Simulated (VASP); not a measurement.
Wanted: the native input for a VASP 6.6.1 run.

| Quantity | Value |
| --- | --- |
| Task | single point |
| Functional | PBEsol |
| Potentials or basis | VASP PAW PBE potentials, release 64 (Li_sv, F) |
| Cutoff | 650 eV |
| k mesh | 5 × 5 × 3 |
| Occupations | methfessel-paxton, width 0.1 eV |
| Spin | no spin polarisation |
| Dipole correction | no |
| Further INCAR settings | ALGO = Normal; EDIFF = 1e-06; NBANDS = 18; NELMDL = -8 |

The structure of LiF lies in POSCAR:

```
LiF
1.0
    2.5595330000      0.0000000000      0.0000000000
    0.0000000000      2.5595330000      0.0000000000
    0.0000000000      0.0000000000      7.1190660000
Li F
2 2
Direct
    0.0000000000      0.0000000000      0.0000000000
    0.0000000000      0.0000000000      0.3595321353
    0.5000000000      0.5000000000      0.1797660676
    0.5000000000      0.5000000000      0.5392982029
```

One way to write it, as run:

INCAR

```
  ALGO = Normal
  EDIFF = 1E-6
  ENCUT = 650
  GGA = PS
  GGA_COMPAT = F
  ISIF = 2
  ISMEAR = 1
  LASPH = T
  LCHARG = F
  LREAL = F
  LWAVE = F
  NBANDS = 18
  NELM = 120
  NELMDL = -8
  PREC = Accurate
  SIGMA = 0.1
```

KPOINTS

```
k-points
0
Gamma
  5 5 3
```

Potentials or basis: VASP PAW PBE potentials, release 64 (Li_sv, F).

Command:

```sh
$ cat potpaw_PBE.64/Li_sv/POTCAR potpaw_PBE.64/F/POTCAR > POTCAR
$ mpirun -np 1 vasp_std > vasp.out
```

It gave:

```json
{
 "Largest force": "2.449 eV/Å",
 "Band gap on the k mesh": "zero (band 10 reaches 1.14 eV, above the bottom of band 11 at 0.88 eV)"
}
```

Caveat: the k points lie up to 0.49 Å⁻¹ apart; the PAW data sets were made with another functional, which shifts forces and pressure a little.

Wall time 17 s on 1 thread of AMD EPYC 9R45 96-Core Processor (Zen 5) (shared host), peak memory 0.14 GiB.
